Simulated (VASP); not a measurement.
Wanted: the native input for a VASP 6.6.1 run.

| Item | Value |
| --- | --- |
| Task | single point |
| Functional | PBEsol |
| Potentials or basis | VASP PAW PBE potentials, release 64 (Ge_d) |
| Cutoff | 520 eV |
| k mesh | 16 × 16 × 16 |
| Occupations | gaussian, width 0.1 eV |
| Spin | no spin polarisation |
| Dipole correction | no |
| Further INCAR settings | ALGO = Normal; EDIFF = 1e-06; NBANDS = 21 |

The structure of Ge lies in POSCAR:

```
Ge
1.0
   -2.5871572833      2.5871572833      1.4118367993
    2.5871572833     -2.5871572833      1.4118367993
    2.5871572833      2.5871572833     -1.4118367993
Ge
2
Direct
    0.2500000000      0.7500000000      0.5000000000
    0.5000000000      0.5000000000      0.0000000000
```

The input as run:

INCAR

```
PREC = Accurate
ENCUT = 520
EDIFF = 1E-6
ISMEAR = 0
SIGMA = 0.1
LREAL = F
LASPH = T
NELM = 80
ALGO = Normal
ISIF = 2
LWAVE = F
LCHARG = T
GGA = PS
LELF = T
LVHAR = T
NBANDS = 21
```

KPOINTS

```
regular mesh
0
Gamma
  16 16 16
```

Potentials or basis: VASP PAW PBE potentials, release 64 (Ge_d).

Command:

```sh
$ cat potpaw_PBE.64/Ge_d/POTCAR > POTCAR
$ mpirun -np 1 vasp_std > vasp.out
```

Results of the run:

```
Pressure               : -2.3 GPa
Band gap on the k mesh : zero (bands 14 and 15 overlap by 5.21 eV)
```

Caveat: the PAW data sets were made with another functional, which shifts forces and pressure a little.

It took 3.3 min on 1 thread of Intel(R) Xeon(R) Platinum 8375C CPU @ 2.90GHz (Ice Lake) (shared host), peak memory 0.33 GiB.
